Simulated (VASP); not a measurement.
A run of VASP 6.6.1:

Contents of INCAR:

```
ALGO = Normal
EDIFF = 1E-6
ENCUT = 520
GGA = PE
ISIF = 2
ISMEAR = -1
LASPH = T
LCHARG = F
LREAL = F
LWAVE = F
NBANDS = 35
NELM = 100
PREC = Accurate
SIGMA = 0.02
```

The input KPOINTS:

```
k-points
0
Gamma
  6 6 6
```

POSCAR

```
Al2O3
1.0
    2.3793614130      1.3737249523      4.2449621088
   -2.3793614130      1.3737249523      4.2449621088
    0.0000000000     -2.7474499046      4.2449621088
Al O
4 6
Direct
    0.8525409847      0.8525409847      0.8525409847
    0.3525409847      0.3525409847      0.3525409847
    0.1474590153      0.1474590153      0.1474590153
    0.6474590153      0.6474590153      0.6474590153
    0.4439801171      0.0560198829      0.7500000000
    0.0560198829      0.7500000000      0.4439801171
    0.5560198829      0.9439801171      0.2500000000
    0.2500000000      0.5560198829      0.9439801171
    0.9439801171      0.2500000000      0.5560198829
    0.7500000000      0.4439801171      0.0560198829
```

Potentials or basis: VASP PAW PBE potentials, release 64 (Al, O).

The run is started by

```console
$ cat potpaw_PBE.64/Al/POTCAR potpaw_PBE.64/O/POTCAR > POTCAR
$ mpirun -np 1 vasp_std > vasp.out
```

Hardware: 1 thread of Intel(R) Xeon(R) Platinum 8488C (Sapphire Rapids) (shared host).

Question: Estimate the wall time of this run.

Answer: Wall time 70 s on 1 thread of Intel(R) Xeon(R) Platinum 8488C (Sapphire Rapids) (shared host), peak memory 0.25 GiB. Counts: scf iterations 13, k points 32.
